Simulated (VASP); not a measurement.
Si2Ge3: relaxation of cell and atoms with PBE

Si2Ge3:

```
CELL_PARAMETERS angstrom
4.07613 0.00000 0.00000
0.00000 4.07613 0.00000
0.00000 0.00000 6.48316
ATOMIC_POSITIONS crystal
Si 0.00000 0.00000 0.73262
Si 0.50000 0.50000 0.25078
Ge 0.50000 0.00000 0.96698
Ge 0.00000 0.50000 0.96698
Ge 0.00000 0.00000 0.35264
```

| Item | Value |
| --- | --- |
| Program | VASP 6.6.1 |
| Task | relaxation of cell and atoms |
| Functional | PBE |
| Potentials or basis | VASP PAW PBE potentials, release 64 (Si, Ge_d) |
| Cutoff | 600 eV |
| k mesh | 10 × 10 × 6 |
| Occupations | gaussian, width 0.1 eV |
| Spin | no spin polarisation |
| Dipole correction | no |
| Further INCAR settings | ALGO = Normal; EDIFF = 1e-06; IBRION = 2; EDIFFG = -0.01; NSW = 100; ISIF = 3 |

```json
{
  "Relaxed volume": "21.83 Å³/atom",
  "Relaxed cell": "a = 4.114 Å, b = 4.114 Å, c = 6.451 Å, α = 90.00°, β = 90.00°, γ = 90.00°",
  "Space group after relaxing (to 0.05 Å)": "P4mm (No. 99)",
  "Energy gained by relaxing": "1.4 meV/atom",
  "Ionic steps": "22",
  "Pressure after relaxing": "0.0 GPa",
  "Largest force after relaxing": "0.007 eV/Å",
  "Band gap on the k mesh": "zero (band 25 reaches 5.47 eV, above the bottom of band 26 at 3.93 eV)"
}
```

Forces in eV/Å, atoms in the order of the input:
```
Si   0.000  0.000  0.002
Si   0.000  0.000  0.006
Ge   0.000  0.000  0.000
Ge   0.000  0.000  0.000
Ge   0.000  0.000 -0.007
```

Step by step:
| step | energy change (eV) | largest force (eV/Å) | pressure (GPa) | volume (Å³) |
| --- | --- | --- | --- | --- |
| 1 | 0.0000 | 0.1386 | 0.23 | 107.72 |
| 2 | -0.0023 | 0.1234 | 0.05 | 108.21 |
| 3 | -0.0031 | 0.1021 | -0.24 | 108.89 |
| 4 | -0.0047 | 0.0701 | -0.09 | 108.64 |
| 5 | -0.0050 | 0.0577 | 0.02 | 108.53 |
| 6 | -0.0050 | 0.0512 | 0.19 | 108.48 |
| 7 | -0.0058 | 0.0470 | -0.02 | 108.87 |
| 8 | -0.0060 | 0.0537 | -0.05 | 109.07 |
| 9 | -0.0067 | 0.0195 | 0.01 | 108.98 |
| 10 | -0.0068 | 0.0208 | 0.04 | 108.94 |
| 11 | -0.0068 | 0.0215 | 0.09 | 108.92 |
| 12 | -0.0068 | 0.0170 | -0.07 | 109.22 |
| 13 | -0.0069 | 0.0150 | 0.03 | 109.09 |
| 14 | -0.0069 | 0.0166 | -0.07 | 109.15 |
| 15 | -0.0069 | 0.0154 | 0.03 | 109.12 |
| 16 | -0.0069 | 0.0164 | -0.06 | 109.13 |
| 17 | -0.0069 | 0.0154 | 0.03 | 109.13 |
| 18 | -0.0069 | 0.0055 | -0.05 | 109.17 |
| 19 | -0.0069 | 0.0132 | 0.03 | 109.15 |
| 20 | -0.0069 | 0.0059 | -0.12 | 109.17 |
| 21 | -0.0069 | 0.0114 | 0.01 | 109.16 |
| 22 | -0.0069 | 0.0071 | -0.02 | 109.16 |

Final structure:
```xyz
5
Lattice="4.1137 0.0000 0.0000 0.0000 4.1137 0.0000 0.0000 0.0000 6.4510" Properties=species:S:1:pos:R:3 pbc="T T T"
Si    0.0000    4.1137    4.7468
Si    2.0568    2.0568    1.5661
Ge    2.0568    0.0000    6.2555
Ge    0.0000    2.0568    6.2555
Ge    0.0000    0.0000    2.2709
```

Levels at points of the mesh, in eV from the Fermi level:
```csv
k point,band 21,band 22,band 23,band 24,band 25,band 26,band 27,band 28,band 29,band 30
"(0.00, 0.00, 0.00)",-3.95,-3.10,-0.79,-0.49,-0.49,0.85,0.97,1.42,1.42,3.36
"(0.50, 0.00, 0.00)",-2.92,-2.21,-1.54,-1.45,-0.61,0.94,1.28,2.51,2.54,2.77
"(0.50, 0.50, 0.00)",-4.31,-3.82,-3.82,-3.10,-1.33,-1.33,1.18,4.47,5.39,6.47
"(0.00, 0.00, 0.50)",-3.80,-3.80,-1.85,-1.29,-1.29,0.70,0.80,2.95,2.95,3.26
"(0.50, 0.00, 0.50)",-2.89,-2.02,-1.57,-1.50,-0.95,-0.17,0.29,1.78,2.02,2.45
"(0.50, 0.50, 0.50)",-4.44,-4.44,-3.38,-1.70,-0.05,0.70,0.70,2.48,2.74,2.74
```

Wall time 26 min on 1 thread of Intel(R) Xeon(R) 6975P-C (Granite Rapids), with other jobs on the host, peak memory 0.46 GiB.
